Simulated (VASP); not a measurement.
Wanted: the native input for a VASP 6.6.1 run.

```
Task                   : single point
Functional             : PBEsol
Potentials or basis    : VASP PAW PBE potentials, release 64 (Ti_sv, Pt)
Cutoff                 : 520 eV
k mesh                 : 12 × 12 × 12
Occupations            : gaussian, width 0.1 eV
Spin                   : no spin polarisation
Dipole correction      : no
Further INCAR settings : ALGO = Fast; EDIFF = 1e-06; NBANDS = 29
```

The structure of TiPt3 lies in POSCAR:

```
TiPt3
1.0
    3.8993537252      0.0000000000      0.0000000000
    0.0000000000      3.8993537252      0.0000000000
    0.0000000000      0.0000000000      3.8993537252
Ti Pt
1 3
Direct
    0.0000000000      0.0000000000      0.0000000000
    0.0000000000      0.5000000000      0.5000000000
    0.5000000000      0.0000000000      0.5000000000
    0.5000000000      0.5000000000      0.0000000000
```

One way to write it, as run:

INCAR

```
ALGO = Fast
EDIFF = 1E-6
ENCUT = 520
GGA = PS
ISIF = 2
ISMEAR = 0
LASPH = T
LCHARG = F
LREAL = F
LWAVE = F
NBANDS = 29
NELM = 60
PREC = Accurate
SIGMA = 0.1
```

KPOINTS

```
k-points
0
Gamma
  12 12 12
```

Potentials or basis: VASP PAW PBE potentials, release 64 (Ti_sv, Pt).

Run with:

```bash
$ cat potpaw_PBE.64/Ti_sv/POTCAR potpaw_PBE.64/Pt/POTCAR > POTCAR
$ mpirun -np 1 vasp_std > vasp.out
```

Results of the run:

* Pressure: -0.3 GPa
* Band gap on the k mesh: zero (band 21 reaches 13.06 eV, above the bottom of band 22 at 11.22 eV)

Caveat: the PAW data sets were made with another functional, which shifts forces and pressure a little; spin-orbit coupling is left out, which moves the levels of the heavy elements.

It took 2.8 min on 1 thread of AMD EPYC 9R45 96-Core Processor (Zen 5) (shared host), peak memory 0.23 GiB.
